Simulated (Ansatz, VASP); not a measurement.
**C in VASP and in Ansatz**

The input INCAR:

```
PREC = Accurate
ENCUT = 520
EDIFF = 1E-6
ISMEAR = 0
SIGMA = 0.05
LREAL = Auto
LASPH = True
NELM = 100
ALGO = Normal
ISIF = 2
LWAVE = False
LCHARG = True
GGA = PE
LELF = True
LVHAR = True
NBANDS = 46
```

KPOINTS

```
Automatic mesh
0
Gamma
  10 10 2
```

The input POSCAR:

```
C
1.0
   -2.5180184914      0.0000000000      0.0000000000
   -1.2590092457     -2.1806679808      0.0000000000
   -0.3146264105     -0.1816496428     16.6091763648
C
16
Direct
   -0.0559346240     -0.0559346240      0.6714840821
   -0.0142846240     -0.0142846240      0.1714840821
   -0.0767596240      0.9232403760      0.9214840821
   -0.0351096240      0.9648903760      0.4214840821
   -0.0690153760     -0.0690153760      0.8285159179
   -0.0273653760     -0.0273653760      0.3285159179
   -0.0065403760      0.9934596240      0.0785159179
   -0.0481903760      0.9518096240      0.5785159179
    0.2747930687      0.2747930687      0.7027642813
    0.3164430687      0.3164430687      0.2027642813
    0.5873014020      0.5873014020      0.9527642813
    0.6289514020      0.6289514020      0.4527642813
    0.2669235980      0.2669235980      0.7972357187
    0.3085735980      0.3085735980      0.2972357187
    0.6627319313      0.6627319313      0.0472357187
    0.6210819313      0.6210819313      0.5472357187
```

Input for Ansatz:

```yaml
crystal:
  lattice:
    - [-2.5180184914, 0.0, 0.0]
    - [-1.2590092457, -2.1806679808, 0.0]
    - [-0.3146264105, -0.1816496428, 16.6091763648]
  atoms:
    - { symbol: C, position: [-0.055934624, -0.055934624, 0.6714840821] }
    - { symbol: C, position: [-0.014284624, -0.014284624, 0.1714840821] }
    - { symbol: C, position: [-0.076759624, 0.923240376, 0.9214840821] }
    - { symbol: C, position: [-0.035109624, 0.964890376, 0.4214840821] }
    - { symbol: C, position: [-0.069015376, -0.069015376, 0.8285159179] }
    - { symbol: C, position: [-0.027365376, -0.027365376, 0.3285159179] }
    - { symbol: C, position: [-0.006540376, 0.993459624, 0.0785159179] }
    - { symbol: C, position: [-0.048190376, 0.951809624, 0.5785159179] }
    - { symbol: C, position: [0.2747930687, 0.2747930687, 0.7027642813] }
    - { symbol: C, position: [0.3164430687, 0.3164430687, 0.2027642813] }
    - { symbol: C, position: [0.587301402, 0.587301402, 0.9527642813] }
    - { symbol: C, position: [0.628951402, 0.628951402, 0.4527642813] }
    - { symbol: C, position: [0.266923598, 0.266923598, 0.7972357187] }
    - { symbol: C, position: [0.308573598, 0.308573598, 0.2972357187] }
    - { symbol: C, position: [0.6627319313, 0.6627319313, 0.0472357187] }
    - { symbol: C, position: [0.6210819313, 0.6210819313, 0.5472357187] }
basis:
  ecutwfc: 420
kpoints:
  mp_grid: { grid: [10, 10, 2] }
hamiltonian:
  xc: pbe
scf:
  occupations: { method: gaussian, width: 0.05 }
output:
  forces: true
  stress: true
  eigenvalues: true
```

Alike in both runs: task single point; functional PBE; k mesh 10 × 10 × 2; occupations gaussian, width 0.05 eV; no spin polarisation.

```csv
,VASP,Ansatz
version,VASP 6.6.1,Ansatz 0.2.0
potentials or method,"VASP PAW PBE potentials, release 64 (C), cutoff 520 eV","scalar-relativistic, plane waves, PAW"
valence electrons in the cell,64,64
```

```tsv
	VASP	Ansatz	Ansatz less VASP
gap on the k mesh at the Fermi level (eV)	4.22	4.23	+0.007
least direct gap on the mesh (eV)	5.15	5.15	+0.006
pressure (GPa)	0.6	0.0	-0.63
traceless stress, the component that is largest in VASP (GPa)	8.27	8.27	-0.004
rms of the force components (eV/Å)	0.496	0.498	+0.0014
```

Atom by atom the forces differ by 0.004 eV/Å (rms over components).
